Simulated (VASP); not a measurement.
# Be3ZnSe4 (I-42m) in VASP: a series of runs

Be3ZnSe4 is run at these levels: PBE; tasks: single point.

Program: VASP 6.6.1. These are calculated values, not measurements. Logs are shortened: lines on timing, memory, paths and dates and some standing lists are left out, and cuts for length are marked.

### Step 1. The cell of the first run

Symmetry: I-42m, No. 121, tetragonal system. Conventional cell: a = 5.306 Å, b = 5.306 Å, c = 10.613 Å, α = 90.00°, β = 90.00°, γ = 90.00°. Be (site symmetry -4) has 4 Se at 2.30 Å within 3.0 Å. Be (site symmetry -42m) has 4 Se at 2.30 Å within 3.0 Å. Zn (site symmetry -42m) has 4 Se at 2.30 Å within 3.0 Å. Within 3.0 Å of Se (site symmetry m) lie 3 Be at 2.30 Å and 1 Zn at 2.30 Å.

### Step 2. Single point, PBE

File INCAR:

```
SYSTEM = Be3ZnSe4
  PREC = Accurate
  ENCUT = 520
  EDIFF = 1E-7
  ISMEAR = 0
  SIGMA = 0.1
  LREAL = .FALSE.
  LASPH = .TRUE.
  NELM = 80
  ALGO = Normal
  ISIF = 2
  LWAVE = .FALSE.
  LCHARG = .TRUE.
  GGA = PE
  LELF = .TRUE.
  LVHAR = .TRUE.
  NBANDS = 31
```

File KPOINTS:

```
regular mesh
0
G
  4 4 4
  0 0 0
```

File POSCAR:

```
Be3ZnSe4
1.0
   -2.6532047900      2.6532047900      5.3064095700
    2.6532047900     -2.6532047900      5.3064095700
    2.6532047900      2.6532047900     -5.3064095700
Be Zn Se
3 1 4
Direct
    0.7500000000      0.2500000000      0.5000000000
    0.2500000000      0.7500000000      0.5000000000
    0.5000000000      0.5000000000      0.0000000000
    0.0000000000      0.0000000000      0.0000000000
    0.3750000000      0.8750000000      0.0000000000
    0.8750000000      0.3750000000      0.0000000000
    0.6250000000      0.6250000000      0.5000000000
    0.1250000000      0.1250000000      0.5000000000
```

Potentials or basis: VASP PAW PBE potentials, release 64 (Be, Zn, Se).

Launch:

```bash
$ cat potpaw_PBE.64/Be/POTCAR potpaw_PBE.64/Zn/POTCAR potpaw_PBE.64/Se/POTCAR > POTCAR
$ mpirun -np 1 vasp_std > vasp.out
```

OUTCAR:

```text
SYSTEM = Be3ZnSe4
   PREC = Accurate
   ENCUT = 520
   EDIFF = 1E-7
   ISMEAR = 0
   LREAL = .FALSE.
   LASPH = .TRUE.
   NELM = 80
   ISIF = 2
   GGA = PE

 ion  position               nearest neighbor table
   1  0.750  0.250  0.500-   6 2.30   7 2.30   8 2.30   5 2.30
   2  0.250  0.750  0.500-   5 2.30   7 2.30   8 2.30   6 2.30
   3  0.500  0.500  0.000-   5 2.30   6 2.30   7 2.30   8 2.30
   4  0.000  0.000  0.000-   5 2.30   6 2.30   8 2.30   7 2.30
   5  0.375  0.875  0.000-   1 2.30   3 2.30   4 2.30   2 2.30
   6  0.875  0.375  0.000-   2 2.30   3 2.30   4 2.30   1 2.30
   7  0.625  0.625  0.500-   1 2.30   2 2.30   4 2.30   3 2.30
   8  0.125  0.125  0.500-   1 2.30   2 2.30   3 2.30   4 2.30

  LATTYP: Found a body centered tetragonal cell.
 ALAT       =     5.3064095800
 C/A-ratio  =     1.9999999962

  Lattice vectors:

 A1 = (  -2.6532047900,   2.6532047900,   5.3064095700)
 A2 = (   2.6532047900,  -2.6532047900,   5.3064095700)
 A3 = (   2.6532047900,   2.6532047900,  -5.3064095700)

Analysis of symmetry for initial positions (statically):
=====================================================================
 Subroutine PRICEL returns:
 Original cell was already a primitive cell.

 Routine SETGRP: Setting up the symmetry group for a
 body centered tetragonal supercell.

 Subroutine GETGRP returns: Found  8 space group operations
 (whereof  8 operations were pure point group operations)
 out of a pool of 16 trial point group operations.

The static configuration has the point symmetry D_2d.

Analysis of symmetry for dynamics (positions and initial velocities):
=====================================================================
 Subroutine PRICEL returns:
 Original cell was already a primitive cell.

 Routine SETGRP: Setting up the symmetry group for a
 body centered tetragonal supercell.

 Subroutine GETGRP returns: Found  8 space group operations
 (whereof  8 operations were pure point group operations)
 out of a pool of 16 trial point group operations.

The dynamic configuration has the point symmetry D_2d.

 Subroutine INISYM returns: Found  8 space group operations
 (whereof  8 operations are pure point group operations),
 and found     1 'primitive' translations

----------------------------------------------------------------------------------------

                                     Primitive cell

  volume of cell :     149.4178

  direct lattice vectors                    reciprocal lattice vectors
    -2.653204790  2.653204790  5.306409570     0.000000000  0.188451341  0.094225671
     2.653204790 -2.653204790  5.306409570     0.188451341  0.000000000  0.094225671
     2.653204790  2.653204790 -5.306409570     0.188451341  0.188451341  0.000000000

  length of vectors
     6.498997910  6.498997910  6.498997910     0.210695004  0.210695004  0.266510442

  position of ions in fractional coordinates (direct lattice)
     0.750000000  0.250000000  0.500000000
     0.250000000  0.750000000  0.500000000
     0.500000000  0.500000000  0.000000000
     0.000000000  0.000000000  0.000000000
     0.375000000  0.875000000  0.000000000
     0.875000000  0.375000000  0.000000000
     0.625000000  0.625000000  0.500000000
     0.125000000  0.125000000  0.500000000

  ion indices of the primitive-cell ions
   primitive index   ion index
                 1           1
                 2           2
                 3           3
                 4           4
                 5           5
                 6           6
                 7           7
                 8           8

----------------------------------------------------------------------------------------

 KPOINTS: regular mesh

Automatic generation of k-mesh.
 Grid dimensions read from file:
 generate k-points for:    4    4    4

 Generating k-lattice:

  Cartesian coordinates                     Fractional coordinates (reciprocal lattice)
     0.000000000  0.047112835  0.023556418     0.250000000  0.000000000  0.000000000
     0.047112835  0.000000000  0.023556418     0.000000000  0.250000000  0.000000000
     0.047112835  0.047112835  0.000000000     0.000000000  0.000000000  0.250000000

  Length of vectors
     0.052673751  0.052673751  0.066627610

  Shift w.r.t. Gamma in fractional coordinates (k-lattice)
     0.000000000  0.000000000  0.000000000

 Subroutine IBZKPT returns following result:
 ===========================================

 Found     13 irreducible k-points:

 Following reciprocal coordinates:
            Coordinates               Weight
  0.000000  0.000000  0.000000      1.000000
  0.250000  0.000000  0.000000      8.000000
  0.500000  0.000000  0.000000      4.000000
  0.250000  0.250000  0.000000      8.000000
  0.500000  0.250000 -0.000000     16.000000
 -0.250000  0.250000  0.000000      4.000000
  0.500000  0.500000  0.000000      2.000000
  0.250000  0.250000  0.250000      2.000000
 -0.250000  0.250000  0.250000      4.000000
  0.500000  0.500000  0.250000      4.000000
 -0.250000  0.500000  0.250000      8.000000
 -0.250000 -0.250000  0.250000      2.000000
  0.500000  0.500000  0.500000      1.000000
   k-points           NKPTS =     13   k-points in BZ     NKDIM =     13   number of bands    NBANDS=     31
   number of dos      NEDOS =    301   number of ions     NIONS =      8
   total plane-waves  NPLWV = 110592
   dimension x,y,z NGX =    48 NGY =   48 NGZ =   48
   dimension x,y,z NGXF=    96 NGYF=   96 NGZF=   96
   ions per type =               3   1   4
   NGX,Y,Z   is equivalent  to a cutoff of  12.28, 12.28, 12.28 a.u.
   NGXF,Y,Z  is equivalent  to a cutoff of  24.56, 24.56, 24.56 a.u.
 SYSTEM =  Be3ZnSe4
   PREC   = accura    normal or accurate (medium, high low for compatibility)
   ISTART =      0    job   : 0-new  1-cont  2-samecut
   ICHARG =      2    charge: 1-file 2-atom 10-const
   ISPIN  =      1    spin polarized calculation?
   LNONCOLLINEAR =      F non collinear calculations
   LSORBIT =      F    spin-orbit coupling
   LASPH  =      T    aspherical Exc in radial PAW
   ENCUT  =  520.0 eV  38.22 Ry    6.18 a.u.  12.08 12.08 12.08*2*pi/ulx,y,z
   NELM   =     80;   NELMIN=  2; NELMDL= -5     # of ELM steps
   EDIFF  = 0.1E-06   stopping-criterion for ELM
   LREAL  =      F    real-space projection
   EDIFFG = 0.1E-05   stopping-criterion for IOM
   NSW    =      0    number of steps for IOM
   IBRION =     -1    ionic relax: 0-MD 1-quasi-New 2-CG
   NFREE  =      0    steps in history (QN), initial steepest desc. (CG)
   ISIF   =      2    stress and relaxation
   ISYM   =      2    0-nonsym 1-usesym 2-fastsym
   POTIM  = 0.5000    time-step for ionic-motion
   TEBEG  =    0.0;   TEEND  =   0.0 temperature during run
   PSTRESS=    0.0 pullay stress
   NELECT =      42.0000    total number of electrons
   NUPDOWN=      -1.0000    fix difference up-down
   EMIN   =  10.00;   EMAX   =-10.00  energy-range for DOS
   EFERMI =   0.00;   METHOD = LEGACY
   ISMEAR =     0;   SIGMA  =   0.10  broadening in eV -4-tet -1-fermi 0-gaus
   EFERMI_NEDOS =   21; number of points for ismear=-14 and -15
   IALGO  =     38    algorithm
   IMIX   =      4    mixing-type and parameters
     AMIX     =   0.40;   BMIX     =  1.00
     AMIX_MAG =   1.60;   BMIX_MAG =  1.00
  volume/ion in A,a.u.               =      18.68       126.04
  Fermi-wavevector in a.u.,A,eV,Ry     =   1.072401  2.026544 15.647294  1.150044
  Thomas-Fermi vector in A             =   2.208170
   LORBIT       =      0    0 simple, 1 ext, 2 COOP (PROOUT), +10 PAW based schemes
   GGA     = PE    functional components
   LHFCALC =     F    Hartree Fock is set to
   AEXX    =    0.0000 exact exchange contribution
   IVDW    =     0    specifies the selected vdW correction
   LEPSILON=     F    determine dielectric tensor
   LRPA    =     F    only Hartree local field effects (RPA)
 non-spin polarized calculation
 Gauss-broadening in eV      SIGMA  =   0.10
  energy-cutoff  :      520.00
  volume of cell :      149.42
 maximum number of plane-waves:      4044
   NGX = 25   NGY = 25   NGZ = 25

 number of electron      42.0000018 magnetization

 Free energy of the ion-electron system (eV)
  ---------------------------------------------------
  ext. energy  EPLUGINS =         0.00000000
  ---------------------------------------------------
  free energy    TOTEN  =       -31.94380180 eV

  energy without entropy =      -31.94380180  energy(sigma->0) =      -31.94380180

 E-fermi :   3.2643     XC(G=0):  -9.3576

 val. band max:        2.7857233483   @ k =   0.0000   0.0000   0.0000
 cond. band min:       5.4710542539   @ k =   0.0000   0.0000   0.0000
 fundamental gap:      2.6853309056
 Fermi energy:         3.2642891030

 k-point     1 :       0.0000    0.0000    0.0000
  band No.  band energies     occupation
      1     -10.8579      2.00000
      2      -9.3350      2.00000
      3      -9.3159      2.00000
      4      -9.3159      2.00000
      5      -3.7825      2.00000
      6      -3.7674      2.00000
[... 23 lines left out ...]
     30       9.7517      0.00000
     31       9.7517      0.00000

 k-point     2 :       0.2500    0.0000    0.0000
  band No.  band energies     occupation
      1     -10.6362      2.00000
      2      -9.5084      2.00000
      3      -9.3956      2.00000
      4      -9.3882      2.00000
      5      -3.8357      2.00000
      6      -3.7996      2.00000
[... 23 lines left out ...]
     30       9.1089      0.00000
     31       9.3517      0.00000

 k-point     3 :       0.5000    0.0000    0.0000
  band No.  band energies     occupation
      1     -10.1185      2.00000
      2     -10.0262      2.00000
      3      -9.4514      2.00000
      4      -9.4445      2.00000
      5      -3.9248      2.00000
      6      -3.7979      2.00000
[... 329 lines left out ...]
     30       8.7057      0.00000
     31       8.7057      0.00000

 k-point    13 :       0.5000    0.5000    0.5000
  band No.  band energies     occupation
      1     -10.2502      2.00000
      2     -10.1378      2.00000
      3      -9.3349      2.00000
      4      -9.3349      2.00000
      5      -3.9335      2.00000
      6      -3.8102      2.00000
[... 23 lines left out ...]
     30      10.2611      0.00000
     31      10.2611      0.00000

------------------------ aborting loop because EDIFF is reached ----------------------------------------

  FORCE on cell =-STRESS in cart. coord.  units (eV):
  Direction    XX          YY          ZZ          XY          YZ          ZX
  --------------------------------------------------------------------------------------
  -------------------------------------------------------------------------------------
  Total        1.9562160      1.9562160      1.9434885      0.0000000     -0.0000000      0.0000000
  in kB       20.9761162     20.9761162     20.8396420      0.0000000     -0.0000000      0.0000000
  external PRESSURE =      20.9306248 kB  Pullay stress =       0.0000000 kB

 VOLUME and BASIS-vectors are now :
 -----------------------------------------------------------------------------
  energy-cutoff  :      520.00
  volume of cell :      149.42
      direct lattice vectors                 reciprocal lattice vectors
    -2.653204790  2.653204790  5.306409570     0.000000000  0.188451341  0.094225671
     2.653204790 -2.653204790  5.306409570     0.188451341  0.000000000  0.094225671
     2.653204790  2.653204790 -5.306409570     0.188451341  0.188451341  0.000000000

 POSITION                                       TOTAL-FORCE (eV/Angst)
 -----------------------------------------------------------------------------------
      0.00000      2.65320      2.65320         0.000000      0.000000     -0.000000
      2.65320      0.00000      2.65320        -0.000000      0.000000     -0.000000
      0.00000      0.00000      5.30641         0.000000      0.000000     -0.000000
      0.00000      0.00000      0.00000         0.000000      0.000000     -0.000000
      1.32660     -1.32660      6.63301        -1.136810      1.136810      1.110166
     -1.32660      1.32660      6.63301         1.136810     -1.136810      1.110166
      1.32660      1.32660      3.97981        -1.136810     -1.136810     -1.110166
      1.32660      1.32660     -1.32660         1.136810      1.136810     -1.110166
 -----------------------------------------------------------------------------------
    total drift:                               -0.000003     -0.000003      0.000003

  FREE ENERGIE OF THE ION-ELECTRON SYSTEM (eV)
  ---------------------------------------------------
  free  energy   TOTEN  =       -31.9438018042 eV

  energy  without entropy=      -31.9438018042  energy(sigma->0) =      -31.94380180
```

It took 48 s on 1 thread of Intel Xeon 6975P-C (Granite Rapids), shared host; peak memory 0.34 GiB.

Results:

```
Free energy            : -31.9438 eV
Pressure               : 2.1 GPa
Largest force          : 1.954 eV/Å
Band gap on the k mesh : 2.69 eV, direct
```

Forces in eV/Å, atoms in the order of the input:
```
Be   0.000  0.000  0.000
Be   0.000  0.000  0.000
Be   0.000  0.000  0.000
Zn   0.000  0.000  0.000
Se  -1.137  1.137  1.110
Se   1.137 -1.137  1.110
Se  -1.137 -1.137 -1.110
Se   1.137  1.137 -1.110
```

Caveat: forces of over 1 eV/Å act on the atoms, so gaps and moduli don't describe the material at rest. A k mesh can miss the band edges.

### Step 3. Single point, PBE

This run uses another cell than the first one, of 18.76 Å³/atom, 1.005 times its volume.

File INCAR:

```
PREC = Accurate
ENCUT = 520
EDIFF = 1E-6
ISMEAR = 0
SIGMA = 0.1
LREAL = False
LASPH = True
NELM = 80
ALGO = Normal
ISIF = 2
LWAVE = False
LCHARG = False
GGA = PE
NBANDS = 31
```

File KPOINTS:

```
regular mesh
0
Gamma
  4 4 4
```

File POSCAR:

```
Be3ZnSe4
1.0
   -2.6611407435      2.6611407435      5.2987228709
    2.6611407435     -2.6611407435      5.2987228709
    2.6611407435      2.6611407435     -5.2987228709
Be Zn Se
3 1 4
Direct
    0.7500000000      0.2500000000      0.5000000000
    0.2500000000      0.7500000000      0.5000000000
    0.5000000000      0.5000000000      0.0000000000
    0.0000000000      0.0000000000      0.0000000000
    0.3981458419      0.8649631783      0.0000000000
    0.8649631783      0.3981458419      0.0000000000
    0.6018541581      0.6018541581      0.4668173364
    0.1350368217      0.1350368217      0.5331826636
```

Potentials or basis: VASP PAW PBE potentials, release 64 (Be, Zn, Se).

Launch:

```bash
$ cat potpaw_PBE.64/Be/POTCAR potpaw_PBE.64/Zn/POTCAR potpaw_PBE.64/Se/POTCAR > POTCAR
$ mpirun -np 1 vasp_std > vasp.out
```

It took 39 s on 1 thread of Intel Xeon 6975P-C (Granite Rapids), shared host; peak memory 0.34 GiB.

Results (log left out):

- Free energy: -32.4691 eV
- Pressure: 0.2 GPa
- Largest force: 0.010 eV/Å
- Band gap on the k mesh: 2.73 eV, direct

Forces in eV/Å, atoms in the order of the input:
```
Be   0.000  0.000  0.000
Be   0.000  0.000  0.000
Be   0.000  0.000  0.000
Zn   0.000  0.000  0.000
Se  -0.003  0.003  0.009
Se   0.003 -0.003  0.009
Se  -0.003 -0.003 -0.009
Se   0.003  0.003 -0.009
```

Levels at points of the mesh, in eV from the valence-band top:
```
           k point  band 18  band 19  band 20  band 21  band 22  band 23  band 24  band 25
(0.00, 0.00, 0.00)    -2.38    -0.10     0.00     0.00     2.73     3.09     3.87     5.09
(0.50, 0.00, 0.00)    -2.15    -1.49    -1.06    -1.01     4.53     4.82     4.89     5.12
(0.50, 0.50, 0.00)    -1.17    -0.98    -0.68    -0.67     3.30     3.84     4.63     5.14
(0.50, 0.50, 0.50)    -1.85    -1.85    -1.11    -1.11     2.80     2.80     3.32     3.53
```

A k mesh can miss the band edges. As with any semilocal functional, this PBE gap is likely too small.

[end of part 1 of 2]
